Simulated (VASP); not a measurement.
# MgO (Fm-3m) in VASP: settings compared

The runs below take MgO through single point, relaxation of cell and atoms, with PBE, revPBE.

Everything below comes from runs of VASP 6.6.1. Logs are shortened: lines on timing, memory, paths and dates and some standing lists are left out, and cuts for length are marked.

**1. The cell of the first run**

Symmetry: Fm-3m, No. 225, cubic system. The conventional cell has a = 4.194 Å, b = 4.194 Å, c = 4.194 Å, α = 90.00°, β = 90.00°, γ = 90.00°. Within 2.8 Å of Mg (site symmetry m-3m) lie 6 O at 2.10 Å. Within 2.8 Å of O (site symmetry m-3m) lie 6 Mg at 2.10 Å.

**2. Single point, PBE**

The input, INCAR:

```
SYSTEM = MgO
PREC = Accurate
ENCUT = 520
EDIFF = 1E-6
ISMEAR = 0
SIGMA = 0.011
LREAL = .FALSE.
LASPH = .TRUE.
NELM = 100
ALGO = Normal
ISIF = 2
LWAVE = .FALSE.
LCHARG = .FALSE.
GGA = PE
NBANDS = 11
```

The input, KPOINTS:

```
Automatic mesh
0
G
  11 11 11
  0 0 0
```

The input, POSCAR:

```
MgO
1.0
    0.0000000000      2.0970013927      2.0970013927
    2.0970013927      0.0000000000      2.0970013927
    2.0970013927      2.0970013927      0.0000000000
Mg O
1 1
Direct
    0.0000000000      0.0000000000      0.0000000000
    0.5000000000      0.5000000000      0.5000000000
```

Potentials or basis: VASP PAW PBE potentials, release 64 (Mg, O).

The run is started by

```console
cat potpaw_PBE.64/Mg/POTCAR potpaw_PBE.64/O/POTCAR > POTCAR
mpirun -np 1 vasp_std > vasp.out
```

OUTCAR:

```text
SYSTEM = MgO
   PREC = Accurate
   ENCUT = 520
   EDIFF = 1E-6
   ISMEAR = 0
   LREAL = .FALSE.
   LASPH = .TRUE.
   NELM = 100
   ISIF = 2
   GGA = PE

 ion  position               nearest neighbor table
   1  0.000  0.000  0.000-   2 2.10   2 2.10   2 2.10   2 2.10   2 2.10   2 2.10
   2  0.500  0.500  0.500-   1 2.10   1 2.10   1 2.10   1 2.10   1 2.10   1 2.10

  LATTYP: Found a face centered cubic cell.
 ALAT       =     4.1940027854

  Lattice vectors:

 A1 = (   0.0000000000,   2.0970013927,   2.0970013927)
 A2 = (   2.0970013927,   0.0000000000,   2.0970013927)
 A3 = (   2.0970013927,   2.0970013927,   0.0000000000)

Analysis of symmetry for initial positions (statically):
=====================================================================
 Subroutine PRICEL returns:
 Original cell was already a primitive cell.

 Routine SETGRP: Setting up the symmetry group for a
 face centered cubic supercell.

 Subroutine GETGRP returns: Found 48 space group operations
 (whereof 48 operations were pure point group operations)
 out of a pool of 48 trial point group operations.

The static configuration has the point symmetry O_h .

Analysis of symmetry for dynamics (positions and initial velocities):
=====================================================================
 Subroutine PRICEL returns:
 Original cell was already a primitive cell.

 Routine SETGRP: Setting up the symmetry group for a
 face centered cubic supercell.

 Subroutine GETGRP returns: Found 48 space group operations
 (whereof 48 operations were pure point group operations)
 out of a pool of 48 trial point group operations.

The dynamic configuration has the point symmetry O_h .

 Subroutine INISYM returns: Found 48 space group operations
 (whereof 48 operations are pure point group operations),
 and found     1 'primitive' translations

----------------------------------------------------------------------------------------

                                     Primitive cell

  volume of cell :      18.4428

  direct lattice vectors                    reciprocal lattice vectors
     0.000000000  2.097001393  2.097001393    -0.238435702  0.238435702  0.238435702
     2.097001393  0.000000000  2.097001393     0.238435702 -0.238435702  0.238435702
     2.097001393  2.097001393  0.000000000     0.238435702  0.238435702 -0.238435702

  length of vectors
     2.965607810  2.965607810  2.965607810     0.412982751  0.412982751  0.412982751

  position of ions in fractional coordinates (direct lattice)
     0.000000000  0.000000000  0.000000000
     0.500000000  0.500000000  0.500000000

  ion indices of the primitive-cell ions
   primitive index   ion index
                 1           1
                 2           2

----------------------------------------------------------------------------------------

 KPOINTS: Automatic mesh

Automatic generation of k-mesh.
 Grid dimensions read from file:
 generate k-points for:   11   11   11

 Generating k-lattice:

  Cartesian coordinates                     Fractional coordinates (reciprocal lattice)
    -0.021675973  0.021675973  0.021675973     0.090909091  0.000000000  0.000000000
     0.021675973 -0.021675973  0.021675973     0.000000000  0.090909091  0.000000000
     0.021675973  0.021675973 -0.021675973     0.000000000  0.000000000  0.090909091

  Length of vectors
     0.037543886  0.037543886  0.037543886

  Shift w.r.t. Gamma in fractional coordinates (k-lattice)
     0.000000000  0.000000000  0.000000000

 Subroutine IBZKPT returns following result:
 ===========================================

 Found     56 irreducible k-points:

 Following reciprocal coordinates:
            Coordinates               Weight
  0.000000  0.000000  0.000000      1.000000
  0.090909  0.000000  0.000000      8.000000
  0.181818  0.000000  0.000000      8.000000
  0.272727  0.000000  0.000000      8.000000
  0.363636  0.000000  0.000000      8.000000
  0.454545  0.000000  0.000000      8.000000
[... 16 lines left out ...]
 -0.272727  0.181818  0.000000     24.000000
 -0.181818  0.181818  0.000000     12.000000
 [... further k-points ...]
   k-points           NKPTS =     56   k-points in BZ     NKDIM =     56   number of bands    NBANDS=     11
   number of dos      NEDOS =    301   number of ions     NIONS =      2
   total plane-waves  NPLWV =  13824
   dimension x,y,z NGX =    24 NGY =   24 NGZ =   24
   dimension x,y,z NGXF=    48 NGYF=   48 NGZF=   48
   ions per type =               1   1
   NGX,Y,Z   is equivalent  to a cutoff of  13.45, 13.45, 13.45 a.u.
   NGXF,Y,Z  is equivalent  to a cutoff of  26.91, 26.91, 26.91 a.u.
 SYSTEM =  MgO
   PREC   = accura    normal or accurate (medium, high low for compatibility)
   ISTART =      0    job   : 0-new  1-cont  2-samecut
   ICHARG =      2    charge: 1-file 2-atom 10-const
   ISPIN  =      1    spin polarized calculation?
   LNONCOLLINEAR =      F non collinear calculations
   LSORBIT =      F    spin-orbit coupling
   LASPH  =      T    aspherical Exc in radial PAW
   ENCUT  =  520.0 eV  38.22 Ry    6.18 a.u.   5.51  5.51  5.51*2*pi/ulx,y,z
   NELM   =    100;   NELMIN=  2; NELMDL= -5     # of ELM steps
   EDIFF  = 0.1E-05   stopping-criterion for ELM
   LREAL  =      F    real-space projection
   EDIFFG = 0.1E-04   stopping-criterion for IOM
   NSW    =      0    number of steps for IOM
   IBRION =     -1    ionic relax: 0-MD 1-quasi-New 2-CG
   NFREE  =      0    steps in history (QN), initial steepest desc. (CG)
   ISIF   =      2    stress and relaxation
   ISYM   =      2    0-nonsym 1-usesym 2-fastsym
   POTIM  = 0.5000    time-step for ionic-motion
   TEBEG  =    0.0;   TEEND  =   0.0 temperature during run
   PSTRESS=    0.0 pullay stress
   NELECT =       8.0000    total number of electrons
   NUPDOWN=      -1.0000    fix difference up-down
   EMIN   =  10.00;   EMAX   =-10.00  energy-range for DOS
   EFERMI =   0.00;   METHOD = LEGACY
   ISMEAR =     0;   SIGMA  =   0.01  broadening in eV -4-tet -1-fermi 0-gaus
   EFERMI_NEDOS =   21; number of points for ismear=-14 and -15
   IALGO  =     38    algorithm
   IMIX   =      4    mixing-type and parameters
     AMIX     =   0.40;   BMIX     =  1.00
     AMIX_MAG =   1.60;   BMIX_MAG =  1.00
  volume/ion in A,a.u.               =       9.22        62.23
  Fermi-wavevector in a.u.,A,eV,Ry     =   1.239261  2.341864 20.895389  1.535768
  Thomas-Fermi vector in A             =   2.373752
   LORBIT       =      0    0 simple, 1 ext, 2 COOP (PROOUT), +10 PAW based schemes
   GGA     = PE    functional components
   LHFCALC =     F    Hartree Fock is set to
   AEXX    =    0.0000 exact exchange contribution
   IVDW    =     0    specifies the selected vdW correction
   LEPSILON=     F    determine dielectric tensor
   LRPA    =     F    only Hartree local field effects (RPA)
 non-spin polarized calculation
 Gauss-broadening in eV      SIGMA  =   0.01
  energy-cutoff  :      520.00
  volume of cell :       18.44
 maximum number of plane-waves:       531
 NGX is ok and might be reduce to    24
   NGX = 11   NGY = 11   NGZ = 11

 number of electron       8.0000004 magnetization

 Free energy of the ion-electron system (eV)
  ---------------------------------------------------
  ext. energy  EPLUGINS =         0.00000000
  ---------------------------------------------------
  free energy    TOTEN  =       -11.89769122 eV

  energy without entropy =      -11.89769122  energy(sigma->0) =      -11.89769122

 E-fermi :   3.4352     XC(G=0): -11.1399

 val. band max:        3.2844925301   @ k =   0.0000   0.0000   0.0000
 cond. band min:       8.1373565285   @ k =   0.0000   0.0000   0.0000
 fundamental gap:      4.8528639984
 Fermi energy:         3.4351719095

 k-point     1 :       0.0000    0.0000    0.0000
  band No.  band energies     occupation
      1     -14.0457      2.00000
      2       3.2845      2.00000
      3       3.2845      2.00000
      4       3.2845      2.00000
      5       8.1374      0.00000
      6      19.1572      0.00000
      7      19.1572      0.00000
      8      19.1572      0.00000
      9      23.1080      0.00000
     10      24.8974      0.00000
     11      24.8974      0.00000

 k-point     2 :       0.0909    0.0000    0.0000
  band No.  band energies     occupation
      1     -13.9559      2.00000
      2       2.7319      2.00000
      3       3.2270      2.00000
      4       3.2270      2.00000
      5       8.6683      0.00000
      6      18.0633      0.00000
      7      19.3622      0.00000
      8      19.3622      0.00000
      9      24.2781      0.00000
     10      24.2781      0.00000
     11      24.5764      0.00000

 k-point     3 :       0.1818    0.0000    0.0000
  band No.  band energies     occupation
      1     -13.7051      2.00000
      2       1.5531      2.00000
      3       3.0770      2.00000
      4       3.0770      2.00000
      5       9.7433      0.00000
      6      16.6180      0.00000
      7      19.8202      0.00000
      8      19.8202      0.00000
      9      23.5596      0.00000
     10      23.5596      0.00000
     11      25.7901      0.00000
[... 267 lines left out ...]
 k-point    23 :      -0.2727    0.1818    0.0000
  band No.  band energies     occupation
      1     -12.9285      2.00000
      2      -0.2585      2.00000
      3       1.7107      2.00000
      4       2.7120      2.00000
      5      12.2957      0.00000
      6      15.2667      0.00000
      7      18.0880      0.00000
      8      20.8219      0.00000
      9      22.9725      0.00000
     10      24.8107      0.00000
     11      28.2219      0.00000

 k-point    24 :      -0.1818    0.1818    0.0000
  band No.  band energies     occupation
      1     -13.2441      2.00000
      2       0.4003      2.00000
      3       2.1552      2.00000
      4       2.9025      2.00000
      5      11.4462      0.00000
      6      15.4013      0.00000
      7      18.9006      0.00000
      8      21.3903      0.00000
      9      21.4227      0.00000
     10      24.6943      0.00000
     11      28.0453      0.00000

 [... further k-points ...]

------------------------ aborting loop because EDIFF is reached ----------------------------------------

  FORCE on cell =-STRESS in cart. coord.  units (eV):
  Direction    XX          YY          ZZ          XY          YZ          ZX
  --------------------------------------------------------------------------------------
  -------------------------------------------------------------------------------------
  Total        0.7113038      0.7113038      0.7113038     -0.0000000      0.0000000     -0.0000000
  in kB       61.7930425     61.7930425     61.7930425     -0.0000000      0.0000000     -0.0000000
  external PRESSURE =      61.7930425 kB  Pullay stress =       0.0000000 kB

 VOLUME and BASIS-vectors are now :
 -----------------------------------------------------------------------------
  energy-cutoff  :      520.00
  volume of cell :       18.44
      direct lattice vectors                 reciprocal lattice vectors
     0.000000000  2.097001393  2.097001393    -0.238435702  0.238435702  0.238435702
     2.097001393  0.000000000  2.097001393     0.238435702 -0.238435702  0.238435702
     2.097001393  2.097001393  0.000000000     0.238435702  0.238435702 -0.238435702

 POSITION                                       TOTAL-FORCE (eV/Angst)
 -----------------------------------------------------------------------------------
      0.00000      0.00000      0.00000         0.000000      0.000000      0.000000
      2.09700      2.09700      2.09700        -0.000000     -0.000000     -0.000000
 -----------------------------------------------------------------------------------
    total drift:                               -0.000000     -0.000000      0.000000

  FREE ENERGIE OF THE ION-ELECTRON SYSTEM (eV)
  ---------------------------------------------------
  free  energy   TOTEN  =       -11.8976912185 eV

  energy  without entropy=      -11.8976912185  energy(sigma->0) =      -11.89769122
```

It took 6.7 s on 1 thread of AMD EPYC 9R45 (Zen 5), shared host; peak memory 0.11 GiB.

Results:

```
Free energy            : -11.8977 eV
Pressure               : 6.2 GPa
Band gap on the k mesh : 4.85 eV, direct
```

A hybrid or GW would open this gap; PBE tends to underestimate it.

**3. Single point, PBE**

The input, INCAR:

```
SYSTEM = MgO
ALGO = Normal
EDIFF = 1E-6
ENCUT = 520
GGA = PE
ISIF = 2
ISMEAR = 0
LASPH = .True.
LCHARG = .True.
LELF = .True.
LREAL = .False.
LVHAR = .True.
LWAVE = .False.
NBANDS = 11
NELM = 100
PREC = Accurate
SIGMA = 0.024
```

The input, KPOINTS:

```
k-points
0
Gamma
  11 11 11
  0 0 0
```

POSCAR is that of step 2.

Potentials or basis: VASP PAW PBE potentials, release 64 (Mg, O).

The run is started by

```console
cat potpaw_PBE.64/Mg/POTCAR potpaw_PBE.64/O/POTCAR > POTCAR
mpirun -np 1 vasp_std > vasp.out
```

OUTCAR:

```text
SYSTEM = MgO
   EDIFF = 1E-6
   ENCUT = 520
   GGA = PE
   ISIF = 2
   ISMEAR = 0
   LASPH = .True.
   LREAL = .False.
   NELM = 100
   PREC = Accurate

 ion  position               nearest neighbor table
   1  0.000  0.000  0.000-   2 2.10   2 2.10   2 2.10   2 2.10   2 2.10   2 2.10
   2  0.500  0.500  0.500-   1 2.10   1 2.10   1 2.10   1 2.10   1 2.10   1 2.10

  LATTYP: Found a face centered cubic cell.
 ALAT       =     4.1940027854

  Lattice vectors:

 A1 = (   0.0000000000,   2.0970013927,   2.0970013927)
 A2 = (   2.0970013927,   0.0000000000,   2.0970013927)
 A3 = (   2.0970013927,   2.0970013927,   0.0000000000)

Analysis of symmetry for initial positions (statically):
=====================================================================
 Subroutine PRICEL returns:
 Original cell was already a primitive cell.

 Routine SETGRP: Setting up the symmetry group for a
 face centered cubic supercell.

 Subroutine GETGRP returns: Found 48 space group operations
 (whereof 48 operations were pure point group operations)
 out of a pool of 48 trial point group operations.

The static configuration has the point symmetry O_h .

Analysis of symmetry for dynamics (positions and initial velocities):
=====================================================================
 Subroutine PRICEL returns:
 Original cell was already a primitive cell.

 Routine SETGRP: Setting up the symmetry group for a
 face centered cubic supercell.

 Subroutine GETGRP returns: Found 48 space group operations
 (whereof 48 operations were pure point group operations)
 out of a pool of 48 trial point group operations.

The dynamic configuration has the point symmetry O_h .

 Subroutine INISYM returns: Found 48 space group operations
 (whereof 48 operations are pure point group operations),
 and found     1 'primitive' translations

[... 120 lines left out ...]
   LHFCALC =     F    Hartree Fock is set to
   AEXX    =    0.0000 exact exchange contribution
   IVDW    =     0    specifies the selected vdW correction
   LEPSILON=     F    determine dielectric tensor
   LRPA    =     F    only Hartree local field effects (RPA)
 non-spin polarized calculation
 Gauss-broadening in eV      SIGMA  =   0.02
  energy-cutoff  :      520.00
  volume of cell :       18.44
 maximum number of plane-waves:       531
 NGX is ok and might be reduce to    24
   NGX = 11   NGY = 11   NGZ = 11

 number of electron       8.0000004 magnetization

 Free energy of the ion-electron system (eV)
  ---------------------------------------------------
  ext. energy  EPLUGINS =         0.00000000
  ---------------------------------------------------
  free energy    TOTEN  =       -11.89769122 eV

  energy without entropy =      -11.89769122  energy(sigma->0) =      -11.89769122

 E-fermi :   3.4352     XC(G=0): -11.1399

 val. band max:        3.2844925301   @ k =   0.0000   0.0000   0.0000
 cond. band min:       8.1373565285   @ k =   0.0000   0.0000   0.0000
 fundamental gap:      4.8528639984
 Fermi energy:         3.4351719095

 k-point     1 :       0.0000    0.0000    0.0000
  band No.  band energies     occupation
      1     -14.0457      2.00000
      2       3.2845      2.00000
      3       3.2845      2.00000
      4       3.2845      2.00000
      5       8.1374      0.00000
      6      19.1572      0.00000
      7      19.1572      0.00000
      8      19.1572      0.00000
      9      23.1080      0.00000
     10      24.8974      0.00000
     11      24.8974      0.00000
[... 309 lines left out ...]
 k-point    24 :      -0.1818    0.1818    0.0000
  band No.  band energies     occupation
      1     -13.2441      2.00000
      2       0.4003      2.00000
      3       2.1552      2.00000
      4       2.9025      2.00000
      5      11.4462      0.00000
      6      15.4013      0.00000
      7      18.9006      0.00000
      8      21.3903      0.00000
      9      21.4227      0.00000
     10      24.6943      0.00000
     11      28.0453      0.00000

 [... further k-points ...]

------------------------ aborting loop because EDIFF is reached ----------------------------------------

  FORCE on cell =-STRESS in cart. coord.  units (eV):
  Direction    XX          YY          ZZ          XY          YZ          ZX
  --------------------------------------------------------------------------------------
  -------------------------------------------------------------------------------------
  Total        0.7113038      0.7113038      0.7113038     -0.0000000      0.0000000     -0.0000000
  in kB       61.7930426     61.7930426     61.7930426     -0.0000000      0.0000000     -0.0000000
  external PRESSURE =      61.7930426 kB  Pullay stress =       0.0000000 kB

 VOLUME and BASIS-vectors are now :
 -----------------------------------------------------------------------------
  energy-cutoff  :      520.00
  volume of cell :       18.44
      direct lattice vectors                 reciprocal lattice vectors
     0.000000000  2.097001393  2.097001393    -0.238435702  0.238435702  0.238435702
     2.097001393  0.000000000  2.097001393     0.238435702 -0.238435702  0.238435702
     2.097001393  2.097001393  0.000000000     0.238435702  0.238435702 -0.238435702

 POSITION                                       TOTAL-FORCE (eV/Angst)
 -----------------------------------------------------------------------------------
      0.00000      0.00000      0.00000        -0.000000      0.000000      0.000000
      2.09700      2.09700      2.09700         0.000000      0.000000      0.000000
 -----------------------------------------------------------------------------------
    total drift:                               -0.000000     -0.000000      0.000000

  FREE ENERGIE OF THE ION-ELECTRON SYSTEM (eV)
  ---------------------------------------------------
  free  energy   TOTEN  =       -11.8976912185 eV

  energy  without entropy=      -11.8976912185  energy(sigma->0) =      -11.89769122
```

stdout:

```text
POSCAR found type information on POSCAR MgO
 POSCAR found :  2 types and       2 ions
 scaLAPACK will be used
 LDA part: xc-table for (Slater+PW92), standard interpolation
 POSCAR, INCAR and KPOINTS ok, starting setup
 FFT: planning ... GRIDC
 FFT: planning ... GRID_SOFT
 FFT: planning ... GRID
 WAVECAR not read
 entering main loop
```

Run time: 7.3 s. Hardware: 1 thread of AMD EPYC 9R45 (Zen 5), shared host; peak memory 0.11 GiB.

What came out:

```
Free energy            : -11.8977 eV
Pressure               : 6.2 GPa
Band gap on the k mesh : 4.85 eV, direct
```

**4. Single point, PBE**

The input, INCAR:

```
SYSTEM = MgO
PREC = Accurate ; ENCUT = 520
EDIFF = 1E-6 ; ISMEAR = 0
SIGMA = 0.013000000000000001 ; LREAL = .FALSE.
LASPH = .TRUE. ; NELM = 100
ALGO = Normal ; ISIF = 2
LWAVE = .FALSE. ; LCHARG = .FALSE.
GGA = PE ; NBANDS = 11
```

The input, KPOINTS:

```
regular mesh
0
G
  11 11 11
  0 0 0
```

POSCAR is that of step 3.

The run is started by

```console
cat potpaw_PBE.64/Mg/POTCAR potpaw_PBE.64/O/POTCAR > POTCAR
mpirun -np 1 vasp_std > vasp.out
```

Run time: 7.4 s. Hardware: 1 thread of AMD EPYC 9R45 (Zen 5), shared host; peak memory 0.11 GiB.

Results (log left out):

```
Free energy            : -11.8977 eV
Pressure               : 6.2 GPa
Band gap on the k mesh : 4.85 eV, direct
```

Levels at points of the mesh, in eV from the valence-band top:
```csv
k point,band 1,band 2,band 3,band 4,band 5,band 6,band 7,band 8
"(0.00, 0.00, 0.00)",-17.33,0.00,0.00,0.00,4.85,15.87,15.87,15.87
```

(Part 1 of 2 ends here.)
